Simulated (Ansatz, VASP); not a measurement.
**MgZn3Se3S: VASP beside Ansatz**

```xyz
8
Lattice="3.9600 0.0000 0.0000 -1.9800 3.4295 0.0000 0.0000 0.0000 12.9400" Properties=species:S:1:pos:R:3 pbc="T T T"
Mg    1.9800    1.1432    3.2350
Zn    1.9800    1.1432    9.7050
Zn    0.0000    2.2863    0.0000
Zn    0.0000    2.2863    6.4700
Se    0.0000    2.2863    8.8963
Se    1.9800    1.1432   12.1312
Se    1.9800    1.1432    5.6612
S     0.0000    2.2863    2.4263
```

Alike in both runs: task relaxation of cell and atoms; functional PBE; k mesh 4 × 4 × 1; occupations gaussian, width 0.15 eV; no spin polarisation.

|  | VASP | Ansatz |
| --- | --- | --- |
| version | VASP 6.6.1 | Ansatz 0.2.0 |
| potentials or method | VASP PAW PBE potentials, release 64 (Mg, Zn, Se, S), cutoff 600 eV | scalar-relativistic, plane waves, PAW |
| valence electrons in the cell | 62 | 100 |

|  | VASP | Ansatz | Ansatz less VASP |
| --- | --- | --- | --- |
| gap on the k mesh at the Fermi level, each at its own relaxed structure (eV) | 1.49 | 1.50 | +0.006 |
| relaxed volume (Å³/atom) | 23.55 | 23.49 | -0.065 |
| relaxed cell length with the largest relative difference (Å) | 4.059 | 4.055 | -0.0047 |

VASP's potentials hold 62 valence electrons a cell and Ansatz's 100, so a difference there can come from the potentials and not from the codes.

The k mesh is coarse, so the values compare programs but aren't converged.
